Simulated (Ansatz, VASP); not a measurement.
Two plane-wave programs on AlN

INCAR

```
SYSTEM = AlN
PREC     = Accurate       ! precision mode
ENCUT    = 600            ! plane-wave cutoff, eV
EDIFF    = 1E-6           ! SCF threshold, eV
ISMEAR   = 0              ! smearing method
SIGMA    = 0.05           ! smearing width, eV
LREAL    = .FALSE.        ! projectors in reciprocal space
LASPH    = .TRUE.         ! aspherical terms in the spheres
NELM     = 120            ! most SCF steps
ALGO     = Normal         ! electronic algorithm
ISIF     = 2              ! what is computed and relaxed
LWAVE    = .FALSE.        ! write WAVECAR
LCHARG   = .FALSE.        ! write CHGCAR
GGA      = PE             ! functional
NBANDS   = 11             ! bands
GGA_COMPAT= .FALSE.
```

File KPOINTS:

```
Automatic mesh
0
G
  6 6 6
  0 0 0
```

Contents of POSCAR:

```
AlN
1.0
    0.0000000000      2.2015087236      2.2015087236
    2.2015087236      0.0000000000      2.2015087236
    2.2015087236      2.2015087236      0.0000000000
Al N
1 1
Direct
    0.0000000000      0.0000000000      0.0000000000
    0.2500000000      0.2500000000      0.2500000000
```

Input for Ansatz:

```yaml
crystal:
  lattice:
    - [0.0, 2.2015087236, 2.2015087236]
    - [2.2015087236, 0.0, 2.2015087236]
    - [2.2015087236, 2.2015087236, 0.0]
  atoms:
    - { symbol: Al, position: [0.0, 0.0, 0.0] }
    - { symbol: "N", position: [0.25, 0.25, 0.25] }
basis:
  ecutwfc: 420
kpoints:
  mp_grid: { grid: [6, 6, 6] }
hamiltonian:
  xc: pbe
scf:
  occupations: { method: gaussian, width: 0.05 }
output:
  forces: true
  stress: true
  eigenvalues: true
```

Alike in both runs: task single point; functional PBE; k mesh 6 × 6 × 6; occupations gaussian, width 0.05 eV; no spin polarisation.

|  | VASP | Ansatz |
| --- | --- | --- |
| version | VASP 6.6.1 | Ansatz 0.2.0 |
| potentials or method | VASP PAW PBE potentials, release 64 (Al, N), cutoff 600 eV | scalar-relativistic, plane waves, PAW |
| valence electrons in the cell | 8 | 8 |

```csv
,VASP,Ansatz,Ansatz less VASP
gap on the k mesh at the Fermi level (eV),3.30,3.31,+0.007
least direct gap on the mesh (eV),3.98,3.98,-0.009
pressure (GPa),-0.4,0.0,+0.40
```
